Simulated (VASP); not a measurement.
# TiAl5 (I4/mmm) in VASP: further runs, part 2 of 2

VASP 6.6.1.

### Step 3. Single point, PBE

This run uses another cell than the first one, of 19.75 Å³/atom, 1.221 times its volume.

INCAR reads:

```
  PREC = Accurate
  ENCUT = 520
  EDIFF = 1E-6
  ISMEAR = 0
  SIGMA = 0.1
  LREAL = False
  LASPH = True
  NELM = 80
  ALGO = Fast
  ISIF = 2
  LWAVE = False
  LCHARG = False
  GGA = PE
  NBANDS = 22
```

KPOINTS reads:

```
regular mesh
0
Gamma
  4 4 4
```

POSCAR reads:

```
TiAl5
1.0
   -3.2762336536      3.2762336536      2.7600585467
    3.2762336536     -3.2762336536      2.7600585467
    3.2762336536      3.2762336536     -2.7600585467
Ti Al
1 5
Direct
    0.5000000000      0.5000000000      0.0000000000
    0.5000000000      0.5000000000      0.5000000000
    0.0000000000      0.0000000000      0.5000000000
    0.5000000000      0.0000000000      0.0000000000
    0.0000000000      0.5000000000      0.0000000000
    0.0000000000      0.0000000000      0.0000000000
```

Potentials or basis: VASP PAW PBE potentials, release 64 (Ti_sv, Al).

The run is started by

```bash
cat potpaw_PBE.64/Ti_sv/POTCAR potpaw_PBE.64/Al/POTCAR > POTCAR
mpirun -np 1 vasp_std > vasp.out
```

OUTCAR:

```text
PREC = Accurate
   ENCUT = 520
   EDIFF = 1E-6
   ISMEAR = 0
   LREAL = False
   LASPH = True
   NELM = 80
   ISIF = 2
   GGA = PE

 ion  position               nearest neighbor table
   1  0.500  0.500  0.000-   2 2.70   3 2.70   4 2.70   5 2.70   2 2.70   4 2.70   5 2.70   3 2.70
                             6 2.76   6 2.76
   2  0.500  0.500  0.500-   1 2.70   6 2.70   1 2.70   6 2.70   3 2.76   3 2.76   4 3.28   5 3.28
                             4 3.28   5 3.28
   3  0.000  0.000  0.500-   1 2.70   6 2.70   6 2.70   1 2.70   2 2.76   2 2.76   5 3.28   4 3.28
                             4 3.28   5 3.28
   4  0.500  0.000  0.000-   1 2.70   6 2.70   1 2.70   6 2.70   5 2.76   5 2.76   2 3.28   3 3.28
                             3 3.28   2 3.28
   5  0.000  0.500  0.000-   1 2.70   6 2.70   6 2.70   1 2.70   4 2.76   4 2.76   3 3.28   3 3.28
                             2 3.28   2 3.28
   6  0.000  0.000  0.000-   2 2.70   3 2.70   4 2.70   5 2.70   3 2.70   5 2.70   4 2.70   2 2.70
                             1 2.76   1 2.76

  LATTYP: Found a body centered tetragonal cell.
 ALAT       =     6.5524673072
 C/A-ratio  =     0.8424486281

  Lattice vectors:

 A1 = (  -3.2762336536,   3.2762336536,   2.7600585467)
 A2 = (   3.2762336536,  -3.2762336536,   2.7600585467)
 A3 = (   3.2762336536,   3.2762336536,  -2.7600585467)

Analysis of symmetry for initial positions (statically):
=====================================================================
 Subroutine PRICEL returns:
 Original cell was already a primitive cell.

 Routine SETGRP: Setting up the symmetry group for a
 body centered tetragonal supercell.

 Subroutine GETGRP returns: Found 16 space group operations
 (whereof 16 operations were pure point group operations)
 out of a pool of 16 trial point group operations.

The static configuration has the point symmetry D_4h.

Analysis of symmetry for dynamics (positions and initial velocities):
=====================================================================
[... 129 lines left out ...]
  Thomas-Fermi vector in A             =   2.132213
   LORBIT       =      0    0 simple, 1 ext, 2 COOP (PROOUT), +10 PAW based schemes
   GGA     = PE    functional components
   LHFCALC =     F    Hartree Fock is set to
   AEXX    =    0.0000 exact exchange contribution
   IVDW    =     0    specifies the selected vdW correction
   LEPSILON=     F    determine dielectric tensor
   LRPA    =     F    only Hartree local field effects (RPA)
 non-spin polarized calculation
 RMM-DIIS sequential band-by-band and
 Gauss-broadening in eV      SIGMA  =   0.10
  energy-cutoff  :      520.00
  volume of cell :      118.50
 maximum number of plane-waves:      3214
   NGX = 21   NGY = 21   NGZ = 21

 number of electron      26.9999997 magnetization

 Free energy of the ion-electron system (eV)
  ---------------------------------------------------
  ext. energy  EPLUGINS =         0.00000000
  ---------------------------------------------------
  free energy    TOTEN  =       -27.05671841 eV

  energy without entropy =      -27.03685270  energy(sigma->0) =      -27.04678556

 E-fermi :   5.6128     XC(G=0):  -9.5469

 val. band max:        5.5906132669   @ k =   0.2500   0.0000  -0.0000
 cond. band min:       5.6275608464   @ k =   0.2500   0.2500   0.2500
 fundamental gap:      0.0369475795
 Fermi energy:         5.6127905431

 k-point     1 :       0.0000    0.0000    0.0000
  band No.  band energies     occupation
      1     -50.3764      2.00000
      2     -26.6943      2.00000
      3     -26.6809      2.00000
      4     -26.6809      2.00000
      5      -3.4838      2.00000
      6       1.7069      2.00000
[... 314 lines left out ...]
     21      10.2959      0.00000
     22      10.2959      0.00000

------------------------ aborting loop because EDIFF is reached ----------------------------------------

  FORCE on cell =-STRESS in cart. coord.  units (eV):
  Direction    XX          YY          ZZ          XY          YZ          ZX
  --------------------------------------------------------------------------------------
  -------------------------------------------------------------------------------------
  Total        0.1615009      0.1615009     -0.0042864      0.0000000      0.0000000      0.0000000
  in kB        2.1835222      2.1835222     -0.0579523      0.0000000      0.0000000      0.0000000
  external PRESSURE =       1.4363641 kB  Pullay stress =       0.0000000 kB

 VOLUME and BASIS-vectors are now :
 -----------------------------------------------------------------------------
  energy-cutoff  :      520.00
  volume of cell :      118.50
      direct lattice vectors                 reciprocal lattice vectors
    -3.276233654  3.276233654  2.760058547     0.000000000  0.152614268  0.181155578
     3.276233654 -3.276233654  2.760058547     0.152614268  0.000000000  0.181155578
     3.276233654  3.276233654 -2.760058547     0.152614268  0.152614268  0.000000000

 POSITION                                       TOTAL-FORCE (eV/Angst)
 -----------------------------------------------------------------------------------
      0.00000      0.00000      2.76006         0.000000      0.000000      0.000000
      1.63812      1.63812      1.38003         0.000000     -0.000000     -0.000000
      1.63812      1.63812     -1.38003        -0.000000      0.000000     -0.000000
     -1.63812      1.63812      1.38003         0.000000      0.000000     -0.000000
      1.63812     -1.63812      1.38003        -0.000000      0.000000     -0.000000
      0.00000      0.00000      0.00000         0.000000      0.000000     -0.000000
 -----------------------------------------------------------------------------------
    total drift:                               -0.000000     -0.000000      0.000000

  FREE ENERGIE OF THE ION-ELECTRON SYSTEM (eV)
  ---------------------------------------------------
  free  energy   TOTEN  =       -27.0567184104 eV

  energy  without entropy=      -27.0368527047  energy(sigma->0) =      -27.04678556
```

OSZICAR:

```text
N       E                     dE             d eps       ncg     rms          rms(c)
DAV:   1     0.144776918604E+03    0.14478E+03   -0.11201E+04   572   0.104E+03
DAV:   2    -0.121612496348E+02   -0.15694E+03   -0.15064E+03   592   0.268E+02
DAV:   3    -0.275726436308E+02   -0.15411E+02   -0.15206E+02  1012   0.691E+01
DAV:   4    -0.286184062633E+02   -0.10458E+01   -0.10423E+01   804   0.147E+01
[... 16 lines left out ...]
RMM:  21    -0.270567142324E+02   -0.26112E-05   -0.32607E-05   653   0.197E-02    0.195E-02
RMM:  22    -0.270567161075E+02   -0.18752E-05   -0.26925E-05   742   0.206E-02    0.941E-03
RMM:  23    -0.270567171026E+02   -0.99502E-06   -0.12494E-05   571   0.133E-02    0.634E-03
RMM:  24    -0.270567179794E+02   -0.87680E-06   -0.11478E-05   605   0.130E-02    0.220E-03
RMM:  25    -0.270567184104E+02   -0.43101E-06   -0.60885E-06   559   0.116E-02
   1 F= -.27056718E+02 E0= -.27046786E+02  d E =-.198657E-01
```

stdout:

```text
POSCAR found type information on POSCAR TiAl
 POSCAR found :  2 types and       6 ions
 scaLAPACK will be used
 LDA part: xc-table for (Slater+PW92), standard interpolation
 POSCAR, INCAR and KPOINTS ok, starting setup
 FFT: planning ... GRIDC
 FFT: planning ... GRID_SOFT
 FFT: planning ... GRID
 WAVECAR not read
 entering main loop
```

Run time: 74 s. Hardware: 1 thread of Intel Xeon 6975P-C, shared host; peak memory 0.24 GiB.

What came out:

```
Free energy : -27.0567 eV
Pressure    : 0.1 GPa
```

Caveat: the k points lie up to 0.37 Å⁻¹ apart.

### Step 4. Relaxation of cell and atoms, PBE

INCAR reads:

```
ALGO = Normal
EDIFF = 1E-6
EDIFFG = -0.04
ENCUT = 600
GGA = PE
IBRION = 2
ISIF = 3
ISMEAR = 0
LASPH = True
LCHARG = False
LREAL = False
LWAVE = False
NELM = 80
NSW = 90
PREC = Accurate
SIGMA = 0.1
```

KPOINTS reads:

```
k-points
0
Gamma
  4 4 4
```

POSCAR: that of step 3 with these lines changed.

```diff
@@ -2,5 +2,5 @@
 1.0
-   -3.2762336536      3.2762336536      2.7600585467
-    3.2762336536     -3.2762336536      2.7600585467
-    3.2762336536      3.2762336536     -2.7600585467
+   -2.7723875400      2.7723875400      3.1560011700
+    2.7723875400     -2.7723875400      3.1560011700
+    2.7723875400      2.7723875400     -3.1560011700
 Ti Al
```

Potentials or basis: VASP PAW PBE potentials, release 64 (Ti_sv, Al).

The run is started by

```bash
cat potpaw_PBE.64/Ti_sv/POTCAR potpaw_PBE.64/Al/POTCAR > POTCAR
mpirun -np 1 vasp_std > vasp.out
```

OUTCAR:

```text
EDIFF = 1E-6
   EDIFFG = -0.04
   ENCUT = 600
   GGA = PE
   IBRION = 2
   ISIF = 3
   ISMEAR = 0
   LASPH = True
   LREAL = False
   NELM = 80
   NSW = 90
   PREC = Accurate

 ion  position               nearest neighbor table
   1  0.500  0.500  0.000-   2 2.52   3 2.52   4 2.52   5 2.52   2 2.52   4 2.52   5 2.52   3 2.52

   2  0.500  0.500  0.500-   1 2.52   6 2.52   1 2.52   6 2.52   5 2.77   4 2.77   5 2.77   4 2.77
                             3 3.16   3 3.16
   3  0.000  0.000  0.500-   1 2.52   6 2.52   6 2.52   1 2.52   5 2.77   5 2.77   4 2.77   4 2.77
                             2 3.16   2 3.16
   4  0.500  0.000  0.000-   1 2.52   6 2.52   1 2.52   6 2.52   3 2.77   2 2.77   2 2.77   3 2.77
                             5 3.16   5 3.16
   5  0.000  0.500  0.000-   1 2.52   6 2.52   6 2.52   1 2.52   3 2.77   3 2.77   2 2.77   2 2.77
                             4 3.16   4 3.16
   6  0.000  0.000  0.000-   2 2.52   3 2.52   4 2.52   5 2.52   3 2.52   5 2.52   4 2.52   2 2.52

  LATTYP: Found a body centered tetragonal cell.
 ALAT       =     5.5447750800
 C/A-ratio  =     1.1383694106
[... 566 lines left out ...]

 number of electron      26.9999999 magnetization

------------------------ aborting loop because EDIFF is reached ----------------------------------------
[... 75 lines left out ...]
--------------------------------------- Ionic step       10  -------------------------------------------

 number of electron      26.9999996 magnetization

 Free energy of the ion-electron system (eV)
  ---------------------------------------------------
  ext. energy  EPLUGINS =         0.00000000
  ---------------------------------------------------
  free energy    TOTEN  =       -27.05326047 eV

  energy without entropy =      -27.03332416  energy(sigma->0) =      -27.04329232

 E-fermi :   5.5957     XC(G=0):  -9.5378

 val. band max:        5.5809312550   @ k =   0.2500   0.0000   0.0000
 cond. band min:       5.6077541187   @ k =   0.2500   0.2500   0.2500
 fundamental gap:      0.0268228637
 Fermi energy:         5.5956799596

 k-point     1 :       0.0000    0.0000    0.0000
  band No.  band energies     occupation
      1     -50.3981      2.00000
      2     -26.7153      2.00000
      3     -26.7040      2.00000
      4     -26.7040      2.00000
      5      -3.4913      2.00000
      6       1.6693      2.00000
[... 282 lines left out ...]
  FREE ENERGIE OF THE ION-ELECTRON SYSTEM (eV)
  ---------------------------------------------------
  free  energy   TOTEN  =       -27.0532604718 eV

  energy  without entropy=      -27.0333241603  energy(sigma->0) =      -27.04329232

 reached required accuracy - stopping structural energy minimisation
```

CONTCAR:

```text
TiAl5
   1.00000000000000
    -3.2819127671901627    3.2819127671901627    2.7565540249353959
     3.2819127671901627   -3.2819127671901627    2.7565540249353959
     3.2819127671901627    3.2819127671901627   -2.7565540249353959
  Ti              Al
     1     5
Direct
     0.5000000000000000    0.5000000000000000    1.0000000000000000
     0.5000000000000000    0.5000000000000000    0.5000000000000000
     0.0000000000000000    0.0000000000000000    0.5000000000000000
     0.5000000000000000    0.0000000000000000    0.0000000000000000
     0.0000000000000000    0.5000000000000000    0.0000000000000000
     0.0000000000000000    0.0000000000000000    0.0000000000000000

  0.00000000E+00  0.00000000E+00  0.00000000E+00
  0.00000000E+00  0.00000000E+00  0.00000000E+00
  0.00000000E+00  0.00000000E+00  0.00000000E+00
  0.00000000E+00  0.00000000E+00  0.00000000E+00
  0.00000000E+00  0.00000000E+00  0.00000000E+00
  0.00000000E+00  0.00000000E+00  0.00000000E+00
```

Wall time 4.5 min (1 thread of Intel Xeon 6975P-C, shared host); peak memory 0.26 GiB.

Results:

```
Free energy                            : -27.0533 eV
Relaxed volume                         : 19.79 Å³/atom
Relaxed cell                           : a = 5.398 Å, b = 5.398 Å, c = 5.398 Å, α = 105.11°, β = 105.11°, γ = 118.59°
Space group after relaxing (to 0.05 Å) : I4/mmm (No. 139)
Energy gained by relaxing              : 462.8 meV/atom
Ionic steps                            : 10
Pressure after relaxing                : 0.0 GPa
```

Step by step:
```csv
step,energy change (eV),largest force (eV/Å),pressure (GPa),volume (Å³)
1,0.0000,0.0000,20.17,97.03
2,-1.2322,0.0000,-4.97,128.38
3,-1.3328,0.0000,-1.24,120.01
4,-1.7858,0.0000,-1.79,119.68
5,-2.5899,0.0000,-0.85,118.33
6,-1.4299,0.0000,11.24,112.39
7,-2.7473,0.0000,0.28,117.44
8,-2.7698,0.0000,1.18,116.85
9,-2.7712,0.0000,-0.96,120.52
10,-2.7768,0.0000,0.01,118.76
```

Final structure:
```xyz
6
Lattice="-3.2819 3.2819 2.7566 3.2819 -3.2819 2.7566 3.2819 3.2819 -2.7566" Properties=species:S:1:pos:R:3 pbc="T T T"
Ti    3.2819    3.2819    0.0000
Al    1.6410    1.6410    1.3783
Al    1.6410    1.6410   -1.3783
Al   -1.6410    1.6410    1.3783
Al    1.6410   -1.6410    1.3783
Al    0.0000    0.0000    0.0000
```

Levels at points of the mesh, in eV from the Fermi level:
```tsv
k point	band 11	band 12	band 13	band 14	band 15	band 16
(0.00, 0.00, 0.00)	-2.18	-2.02	-1.11	-1.11	0.69	1.01
(0.50, 0.00, 0.00)	-0.62	-0.50	-0.27	0.54	1.78	1.88
(0.50, 0.50, 0.00)	-1.58	-0.76	-0.50	-0.38	1.10	1.82
(0.50, 0.50, 0.50)	-0.93	-0.63	-0.63	1.94	1.97	2.47
```

Caveat: the k points lie up to 0.37 Å⁻¹ apart in the final cell; the volume moved by over 15 % at a fixed basis, so the end points are rough.

### Step 5. Single point, PBE, collinear spin, ferromagnetic start

This run uses another cell than the first one, of 19.75 Å³/atom, 1.221 times its volume.

INCAR reads:

```
  ALGO = Fast
  EDIFF = 1E-6
  ENCUT = 520
  GGA = PE
  ISIF = 2
  ISMEAR = 0
  ISPIN = 2
  LASPH = True
  LCHARG = True
  LELF = True
  LMAXMIX = 4
  LORBIT = 11
  LREAL = False
  LVHAR = True
  LWAVE = False
  MAGMOM = 1 0 0 0 0 0
  NBANDS = 26
  NELM = 150
  PREC = Accurate
  SIGMA = 0.1
```

KPOINTS is that of step 4.

POSCAR: that of step 4 with these lines changed.

```diff
@@ -2,5 +2,5 @@
 1.0
-   -2.7723875400      2.7723875400      3.1560011700
-    2.7723875400     -2.7723875400      3.1560011700
-    2.7723875400      2.7723875400     -3.1560011700
+   -3.2762336536      3.2762336536      2.7600585467
+    3.2762336536     -3.2762336536      2.7600585467
+    3.2762336536      3.2762336536     -2.7600585467
 Ti Al
```

The run is started by

```bash
cat potpaw_PBE.64/Ti_sv/POTCAR potpaw_PBE.64/Al/POTCAR > POTCAR
mpirun -np 1 vasp_std > vasp.out
```

Wall time 2.5 min (1 thread of Intel Xeon 6975P-C, shared host); peak memory 0.31 GiB.

The run converged. Its results:

```yaml
Free_energy: -27.0567 eV
Pressure: 0.1 GPa
Net_moment: 0.00 μB per cell
Valence_electrons_inside_the_program's_atomic_spheres: Ti 10.37; Al 0.79, 0.83
```

Stress tensor (GPa, compression positive):
```
 0.21  0.00  0.00
 0.00  0.21  0.00
 0.00  0.00 -0.02
```

Levels at points of the mesh, in eV from the Fermi level:
Spin up:
```tsv
k point	band 9	band 10	band 11	band 12	band 13	band 14	band 15	band 16	band 17	band 18
(0.00, 0.00, 0.00)	-2.30	-2.30	-2.17	-2.04	-1.10	-1.10	0.68	0.99	1.98	2.52
(0.50, 0.00, 0.00)	-3.18	-2.80	-0.62	-0.49	-0.27	0.55	1.78	1.88	2.00	2.54
(0.50, 0.50, 0.00)	-2.82	-2.61	-1.57	-0.75	-0.50	-0.38	1.12	1.83	2.82	2.84
(0.50, 0.50, 0.50)	-3.36	-3.19	-0.92	-0.63	-0.63	1.94	2.00	2.48	2.50	2.81
```
Spin down:
| k point | band 10 | band 11 | band 12 | band 13 | band 14 | band 15 | band 16 | band 17 |
| --- | --- | --- | --- | --- | --- | --- | --- | --- |
| (0.00, 0.00, 0.00) | -2.30 | -2.17 | -2.04 | -1.10 | -1.10 | 0.69 | 0.99 | 1.98 |
| (0.50, 0.00, 0.00) | -2.80 | -0.62 | -0.49 | -0.27 | 0.55 | 1.78 | 1.88 | 2.00 |
| (0.50, 0.50, 0.00) | -2.61 | -1.57 | -0.75 | -0.50 | -0.38 | 1.12 | 1.83 | 2.82 |
| (0.50, 0.50, 0.50) | -3.19 | -0.92 | -0.63 | -0.63 | 1.94 | 2.00 | 2.48 | 2.50 |

Caveat: the k points lie up to 0.37 Å⁻¹ apart.

### Step 6. Single point, PBE

This run uses another cell than the first one, of 19.83 Å³/atom, 1.226 times its volume.

INCAR reads:

```
ALGO = Fast ; EDIFF = 1E-6
ENCUT = 520 ; GGA = PE
ISIF = 2 ; ISMEAR = 0
LASPH = True ; LCHARG = False
LREAL = False ; LWAVE = False
NBANDS = 22 ; NELM = 60
PREC = Accurate ; SIGMA = 0.1
```

KPOINTS reads:

```
k-points
0
Gamma
  10 10 10
```

POSCAR: that of step 5 with these lines changed.

```diff
@@ -2,5 +2,5 @@
 1.0
-   -3.2762336536      3.2762336536      2.7600585467
-    3.2762336536     -3.2762336536      2.7600585467
-    3.2762336536      3.2762336536     -2.7600585467
+   -3.2942710655      3.2942710655      2.7404088811
+    3.2942710655     -3.2942710655      2.7404088811
+    3.2942710655      3.2942710655     -2.7404088811
 Ti Al
```

Potentials or basis: VASP PAW PBE potentials, release 64 (Ti_sv, Al).

The run is started by

```bash
cat potpaw_PBE.64/Ti_sv/POTCAR potpaw_PBE.64/Al/POTCAR > POTCAR
mpirun -np 1 vasp_std > vasp.out
```

It took 7.7 min on 1 thread of Intel Xeon 6975P-C, shared host; peak memory 0.41 GiB.

It converged, with:

```
Free energy : -27.1439 eV
Pressure    : -0.1 GPa
```

Levels at points of the mesh, in eV from the Fermi level:
| k point | band 9 | band 10 | band 11 | band 12 | band 13 | band 14 | band 15 | band 16 | band 17 | band 18 |
| --- | --- | --- | --- | --- | --- | --- | --- | --- | --- | --- |
| (0.00, 0.00, 0.00) | -2.47 | -2.47 | -2.41 | -2.19 | -1.33 | -1.33 | 0.51 | 0.86 | 1.81 | 2.30 |
| (0.50, 0.00, 0.00) | -3.39 | -3.02 | -0.82 | -0.72 | -0.47 | 0.30 | 1.61 | 1.70 | 1.72 | 2.45 |
| (0.50, 0.50, 0.00) | -2.96 | -2.83 | -1.82 | -1.00 | -0.73 | -0.57 | 0.83 | 1.60 | 2.60 | 2.63 |
| (0.50, 0.50, 0.50) | -3.54 | -3.40 | -1.14 | -0.81 | -0.81 | 1.69 | 1.72 | 2.27 | 2.28 | 2.58 |

### Step 7. Summary

```tsv
task	spin	cell	k mesh	cutoff (eV)	gap on the mesh (eV)	pressure (GPa)
single point	off	a = 5.033 Å, angles 113.2, 113.2, 102.3°, 6 atoms	4 × 4 × 4	520	none	20.2
single point	off	a = 5.393 Å, angles 105.2, 105.2, 118.4°, 6 atoms	4 × 4 × 4	520	none	0.1
relaxation of cell and atoms	off	relaxed from a = 5.033 Å, angles 113.2, 113.2, 102.3°, 6 atoms	4 × 4 × 4	600	none	0.0
single point	collinear, ferromagnetic start	a = 5.393 Å, angles 105.2, 105.2, 118.4°, 6 atoms	4 × 4 × 4	520	none	0.1
single point	off	a = 5.405 Å, angles 104.9, 104.9, 119.1°, 6 atoms	10 × 10 × 10	520	none	-0.1
```

Alike in all rows: level PBE; potentials or basis VASP PAW PBE potentials, release 64 (Ti_sv, Al); smearing gaussian 0.1 eV.

Caveats: some runs use coarse meshes; the volume moved by over 15 % at a fixed basis, so the end points are rough (some runs).

Total energies depend on the potentials used, so only differences within one code and one set of settings carry meaning.
